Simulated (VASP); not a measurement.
Wanted: the native input for a VASP 6.6.1 run.

- Task: single point
- Functional: PBEsol
- Potentials or basis: VASP PAW PBE potentials, release 64 (Mg, O)
- Cutoff: 520 eV
- k mesh: 9 × 9 × 6
- Occupations: gaussian, width 0.05 eV
- Spin: no spin polarisation
- Dipole correction: no
- Further INCAR settings: ALGO = Normal; EDIFF = 1e-06; NBANDS = 16

The structure of MgO lies in POSCAR:

```
MgO
1.0
    3.6695000000      0.0000000000      0.0000000000
   -1.8347500000      3.1778802192      0.0000000000
    0.0000000000      0.0000000000      4.0549000000
Mg O
2 2
Direct
    0.6666666667      0.3333333333      0.7500000000
    0.3333333333      0.6666666667      0.2500000000
    0.6666666667      0.3333333333      0.2500000000
    0.3333333333      0.6666666667      0.7500000000
```

The input as run:

INCAR

```
PREC = Accurate
ENCUT = 520
EDIFF = 1E-6
ISMEAR = 0
SIGMA = 0.05
LREAL = False
LASPH = True
NELM = 60
ALGO = Normal
ISIF = 2
LWAVE = False
LCHARG = False
GGA = PS
NBANDS = 16
```

KPOINTS

```
regular mesh
0
Gamma
  9 9 6
```

Potentials or basis: VASP PAW PBE potentials, release 64 (Mg, O).

Run with:

```sh
$ cat potpaw_PBE.64/Mg/POTCAR potpaw_PBE.64/O/POTCAR > POTCAR
$ mpirun -np 1 vasp_std > vasp.out
```

It gave:

The pressure is -5.7 GPa. The band gap on the k mesh is 3.10 eV, direct.

Caveat: the PAW data sets were made with another functional, which shifts forces and pressure a little.

Wall time 60 s on 1 thread of Intel Xeon 8259CL, with other jobs on the host, peak memory 0.18 GiB.
